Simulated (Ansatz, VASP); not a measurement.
**Two plane-wave programs on Se**

```
Se
1.0
     4.64606    0.00000    0.00000
    -2.32303    4.02361    0.00000
     0.00000    0.00000    3.40932
Se
3
Direct
  0.00000 0.00000 0.00000
  0.33333 0.66667 0.50000
  0.66667 0.33333 0.50000
```

Alike in both runs: task single point; functional RPBE; k mesh 9 × 9 × 10; occupations fermi-dirac, width 0.1 eV; no spin polarisation.

|  | VASP | Ansatz |
| --- | --- | --- |
| version | VASP 6.6.1 | Ansatz 0.2.0 |
| potentials or method | VASP PAW PBE potentials, release 64 (Se), cutoff 520 eV | plane waves (420 eV) with PAW, scalar-relativistic |
| valence electrons in the cell | 18 | 48 |

Ansatz gave:

| Item | Value |
| --- | --- |
| pressure (GPa) | 2.6 |
| traceless stress, the component that is largest in VASP (GPa) | -0.64 |

Which values does VASP return?

Pressure (GPa): 2.6; traceless stress, the component that is largest in VASP (GPa): -0.63.

VASP's potentials were made for PBE, not for RPBE. VASP's potentials hold 18 valence electrons a cell and Ansatz's 48, so a difference there can come from the potentials and not from the codes.
